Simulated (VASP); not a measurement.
# MgO (Fm-3m) in VASP: elastic constants with r2SCAN

Aim: the elastic constants of MgO with r2SCAN.

Everything below comes from runs of VASP 6.6.1. Logs are shortened: lines on timing, memory, paths and dates and some standing lists are left out, and cuts for length are marked.

## (1) The cell of the first run

Symmetry: Fm-3m, No. 225, cubic system. Conventional cell: a = 4.172 Å, b = 4.172 Å, c = 4.172 Å, α = 90.00°, β = 90.00°, γ = 90.00°. Within 2.8 Å of Mg (site symmetry m-3m) lie 6 O at 2.09 Å. Within 2.8 Å of O (site symmetry m-3m) lie 6 Mg at 2.09 Å.

## (2) Elastic constants, r2SCAN

Input file INCAR:

```
PREC = Accurate
ENCUT = 600
EDIFF = 1E-8
ISMEAR = 0
SIGMA = 0.01
LREAL = False
LASPH = True
NELM = 60
ALGO = Normal
ISIF = 3
LWAVE = False
LCHARG = True
METAGGA = R2SCAN
LMIXTAU = True
IBRION = 6
NFREE = 2
POTIM = 0.015
NSW = 1
```

Input file KPOINTS:

```
Automatic mesh
0
Gamma
  10 10 10
```

Input file POSCAR:

```
MgO
1.0
    0.0000000000      2.0861972156      2.0861972156
    2.0861972156      0.0000000000      2.0861972156
    2.0861972156      2.0861972156      0.0000000000
Mg O
1 1
Direct
    0.0000000000      0.0000000000      0.0000000000
    0.5000000000      0.5000000000      0.5000000000
```

Potentials or basis: VASP PAW PBE potentials, release 64 (Mg, O).

Run with:

```console
$ cat potpaw_PBE.64/Mg/POTCAR potpaw_PBE.64/O/POTCAR > POTCAR
$ mpirun -np 1 vasp_std > vasp.out
```

OUTCAR:

```text
PREC = Accurate
   ENCUT = 600
   EDIFF = 1E-8
   ISMEAR = 0
   LREAL = False
   LASPH = True
   NELM = 60
   ISIF = 3
   METAGGA = R2SCAN
   IBRION = 6
   NFREE = 2
   POTIM = 0.015
   NSW = 1

 ion  position               nearest neighbor table
   1  0.000  0.000  0.000-   2 2.09   2 2.09   2 2.09   2 2.09   2 2.09   2 2.09
   2  0.500  0.500  0.500-   1 2.09   1 2.09   1 2.09   1 2.09   1 2.09   1 2.09

  LATTYP: Found a face centered cubic cell.
 ALAT       =     4.1723944312

  Lattice vectors:

 A1 = (   0.0000000000,   2.0861972156,   2.0861972156)
 A2 = (   2.0861972156,   0.0000000000,   2.0861972156)
 A3 = (   2.0861972156,   2.0861972156,   0.0000000000)

Analysis of symmetry for initial positions (statically):
=====================================================================
 Subroutine PRICEL returns:
 Original cell was already a primitive cell.

 Routine SETGRP: Setting up the symmetry group for a
 face centered cubic supercell.

 Subroutine GETGRP returns: Found 48 space group operations
 (whereof 48 operations were pure point group operations)
 out of a pool of 48 trial point group operations.

The static configuration has the point symmetry O_h .

Analysis of symmetry for dynamics (positions and initial velocities):
=====================================================================
 Subroutine PRICEL returns:
 Original cell was already a primitive cell.

 Routine SETGRP: Setting up the symmetry group for a
 face centered cubic supercell.

 Subroutine GETGRP returns: Found 48 space group operations
 (whereof 48 operations were pure point group operations)
 out of a pool of 48 trial point group operations.

The dynamic configuration has the point symmetry O_h .

 Subroutine INISYM returns: Found 48 space group operations
 (whereof 48 operations are pure point group operations),
 and found     1 'primitive' translations

[... 599 lines left out ...]
      3       1.6252      2.00000
      4       1.8459      2.00000
      5      13.8185      0.00000
      6      14.2730      0.00000
      7      18.0760      0.00000
      8      22.8478      0.00000

 [... further k-points ...]

------------------------ aborting loop because EDIFF is reached ----------------------------------------

  FORCE on cell =-STRESS in cart. coord.  units (eV):
  Direction    XX          YY          ZZ          XY          YZ          ZX
  --------------------------------------------------------------------------------------
  -------------------------------------------------------------------------------------
  Total        0.3060347      0.2956583      0.2956583      0.0000000      0.0000000      0.0000000
  in kB       27.0013292     26.0858219     26.0858219      0.0000000      0.0000000      0.0000000
  external PRESSURE =      26.3909910 kB  Pullay stress =       0.0000000 kB
[... 17 lines left out ...]
  FREE ENERGIE OF THE ION-ELECTRON SYSTEM (eV)
  ---------------------------------------------------
  free  energy   TOTEN  =       -16.1616439714 eV

  energy  without entropy=      -16.1616439714  energy(sigma->0) =      -16.16164397

 INTERNAL STRAIN TENSORS FROM STRAINED CELLS
 ============================================

 INTERNAL STRAIN TENSOR FOR ION    1 for displacements in x,y,z  (eV/Angst):
          X           Y           Z          XY          YZ          ZX
  --------------------------------------------------------------------------------
  x     0.00000     0.00000     0.00000     0.00000    -0.00000     0.00000
  y     0.00000     0.00000    -0.00000    -0.00000    -0.00000     0.00000
  z    -0.00000    -0.00000    -0.00000     0.00000     0.00000     0.00000

 INTERNAL STRAIN TENSORS FROM DISPLACED ATOMS
 ============================================

 INTERNAL STRAIN TENSOR FOR ION    1 for displacements in x,y,z  (eV/Angst):
          X           Y           Z          XY          YZ          ZX
  --------------------------------------------------------------------------------
  x     0.00000     0.00000     0.00000     0.00000     0.00000     0.00000
  y     0.00000     0.00000     0.00000     0.00000     0.00000     0.00000
  z     0.00000     0.00000     0.00000     0.00000     0.00000     0.00000

 INTERNAL STRAIN TENSOR FOR ION    2 for displacements in x,y,z  (eV/Angst):
          X           Y           Z          XY          YZ          ZX
  --------------------------------------------------------------------------------
  x     0.00000     0.00000     0.00000     0.00000     0.00000     0.00000
  y     0.00000     0.00000     0.00000     0.00000     0.00000     0.00000
  z     0.00000     0.00000     0.00000     0.00000     0.00000     0.00000

 Eigenvectors and eigenvalues of the dynamical matrix
 ----------------------------------------------------

   1 f  =   12.678843 THz    79.663522 2PiTHz  422.920688 cm-1    52.435459 meV
             X         Y         Z           dx          dy          dz
      0.000000  0.000000  0.000000     0.000000   -0.553737   -0.291073
      2.086197  2.086197  2.086197    -0.000000    0.690568    0.362999
[... 21 lines left out ...]
   6 f/i=    0.072974 THz     0.458506 2PiTHz    2.434136 cm-1     0.301794 meV
             X         Y         Z           dx          dy          dz
      0.000000  0.000000  0.000000     0.000000    0.284318    0.726509
      2.086197  2.086197  2.086197     0.000000    0.227982    0.582557

--------------------------------------------------------------------------------------------------------

 ELASTIC MODULI CONTR FROM IONIC RELAXATION (kBar)
 Direction    XX          YY          ZZ          XY          YZ          ZX
 --------------------------------------------------------------------------------
 XX           0.0000      0.0000      0.0000      0.0000      0.0000      0.0000
 YY           0.0000      0.0000      0.0000      0.0000      0.0000      0.0000
 ZZ           0.0000      0.0000      0.0000      0.0000      0.0000      0.0000
 XY           0.0000      0.0000      0.0000      0.0000      0.0000      0.0000
 YZ           0.0000      0.0000      0.0000      0.0000      0.0000      0.0000
 ZX           0.0000      0.0000      0.0000      0.0000      0.0000      0.0000
 --------------------------------------------------------------------------------

 TOTAL ELASTIC MODULI (kBar)
 Direction    XX          YY          ZZ          XY          YZ          ZX
 --------------------------------------------------------------------------------
 XX        3428.4963    970.1981    970.1981      0.0000      0.0000      0.0000
 YY         970.1981   3428.4963    970.1981      0.0000     -0.0000     -0.0000
 ZZ         970.1981    970.1981   3428.4963     -0.0000      0.0000     -0.0000
 XY           0.0000      0.0000     -0.0000   1616.2658      0.0000      0.0000
 YZ           0.0000     -0.0000      0.0000      0.0000   1616.2658      0.0000
 ZX           0.0000     -0.0000     -0.0000      0.0000      0.0000   1616.2658
 --------------------------------------------------------------------------------
```

OSZICAR:

```text
N       E                     dE             d eps       ncg     rms          rms(c)
DAV:   1     0.102595792722E+02    0.10260E+02   -0.56088E+03   904   0.105E+03
DAV:   2    -0.194059141764E+02   -0.29665E+02   -0.27686E+02   904   0.157E+02
DAV:   3    -0.198280309518E+02   -0.42212E+00   -0.42212E+00   960   0.209E+01
[... 273 lines left out ...]
DAV:  11    -0.161616440014E+02    0.15040E-06   -0.32910E-09  1752   0.908E-04    0.415E-05
DAV:  12    -0.161616439703E+02    0.31118E-07   -0.18633E-09  1016   0.675E-04    0.299E-05
DAV:  13    -0.161616439567E+02    0.13577E-07   -0.14471E-10   984   0.144E-04    0.186E-05
DAV:  14    -0.161616439696E+02   -0.12936E-07   -0.12497E-10   952   0.146E-04    0.162E-06
DAV:  15    -0.161616439714E+02   -0.17200E-08   -0.67318E-12   968   0.387E-05
  17 F= -.16161644E+02 E0= -.16161644E+02  d E =-.282110E-56
```

Wall time 8.6 min (1 thread of Intel Xeon 6975P-C (Granite Rapids), shared host); peak memory 0.23 GiB.

Results:

* Elastic constants C11, C12, C44: 343, 97, 162 GPa
* Voigt bulk modulus: 179 GPa
* Highest phonon frequency at Γ, LO-TO splitting left out: 423 cm⁻¹

Phonon frequencies in cm⁻¹ (negative: imaginary):
| q point | frequencies |
| --- | --- |
| (0.000, 0.000, 0.000) | -2 -2 -2 423 423 423 |

Elastic tensor in Voigt notation (GPa, in the Cartesian axes of the cell as first typed):
```
343  97  97   0   0   0
 97 343  97   0   0   0
 97  97 343   0   0   0
  0   0   0 162   0   0
  0   0   0   0 162   0
  0   0   0   0   0 162
```

Clamped-ion elastic tensor (GPa):
```
343  97  97   0   0   0
 97 343  97   0   0   0
 97  97 343   0   0   0
  0   0   0 162   0   0
  0   0   0   0 162   0
  0   0   0   0   0 162
```

Caveat: the cell is under stress, which shifts elastic constants; the PAW data sets were made with another functional, which shifts forces and pressure a little.
